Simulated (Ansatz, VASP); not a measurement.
MgO in VASP and in Ansatz

The input POSCAR:

```
MgO
1.0
    0.0000000000      2.1088943526      2.1088943526
    2.1088943526      0.0000000000      2.1088943526
    2.1088943526      2.1088943526      0.0000000000
Mg O
1 1
Direct
    0.0000000000      0.0000000000      0.0000000000
    0.5000000000      0.5000000000      0.5000000000
```

Contents of INCAR.step1:

```
SYSTEM = MgO
  ALGO = Normal
  EDIFF = 1E-5
  ENCUT = 920
  GGA = PE
  GGA_COMPAT = .False.
  ISMEAR = 0
  LASPH = .True.
  LCHARG = .False.
  LREAL = .False.
  LWAVE = .True.
  NBANDS = 15
  NELM = 120
  PREC = Accurate
  SIGMA = 0.01
```

Contents of INCAR.step2:

```
SYSTEM = MgO
  ALGO = Normal
  EDIFF = 1E-6
  ENCUT = 920
  GGA_COMPAT = .False.
  ISIF = 2
  ISMEAR = 0
  ISTART = 1
  LASPH = .True.
  LCHARG = .True.
  LELF = .True.
  LMIXTAU = .True.
  LREAL = .False.
  LVHAR = .True.
  LWAVE = .False.
  METAGGA = R2SCAN
  NBANDS = 15
  NELM = 120
  PREC = Accurate
  SIGMA = 0.01
```

The input KPOINTS:

```
k-points
0
Gamma
  10 10 10
  0 0 0
```

Input for Ansatz:

```yaml
crystal:
  lattice:
    - [0.0, 2.1088943526, 2.1088943526]
    - [2.1088943526, 0.0, 2.1088943526]
    - [2.1088943526, 2.1088943526, 0.0]
  atoms:
    - { symbol: Mg, position: [0.0, 0.0, 0.0] }
    - { symbol: O, position: [0.5, 0.5, 0.5] }
kpoints:
  mp_grid: { grid: [10, 10, 10] }
  band_path:
    path:
      - [0.0, 0.0, 0.0]
      - [0.5, 0.0, 0.5]
      - [0.625, 0.25, 0.625]
      - [0.375, 0.375, 0.75]
      - [0.5, 0.5, 0.5]
      - [0.5, 0.25, 0.75]
    npoints: 1
hamiltonian:
  xc: r2scan
scf:
  occupations: { method: fixed }
  n_extra_bands: 4
output:
  forces: true
  stress: true
  eigenvalues: true
```

Change from the starting cell: hydrostatic strain +0.3%.

Alike in both runs: task single point; functional r2SCAN; k mesh 10 × 10 × 10; no spin polarisation.

```csv
,VASP,Ansatz
version,VASP 6.6.1,Ansatz 0.2.0
potentials or method,"VASP PAW PBE potentials, release 64 (Mg_sv, O)","plane waves, PAW"
plane-wave cutoff (eV),920,500
occupations,"gaussian, width 0.01 eV",fixed
valence electrons in the cell,16,16
```

Ansatz gave:

```
gap on the k mesh at the Fermi level (eV) : 5.59
pressure (GPa)                            : -1.6
```

**Question.** Estimate VASP's values.

**Answer.** gap on the k mesh at the Fermi level (eV): 5.60; pressure (GPa): -1.1.

VASP's potentials were made for PBE, not for r2SCAN.
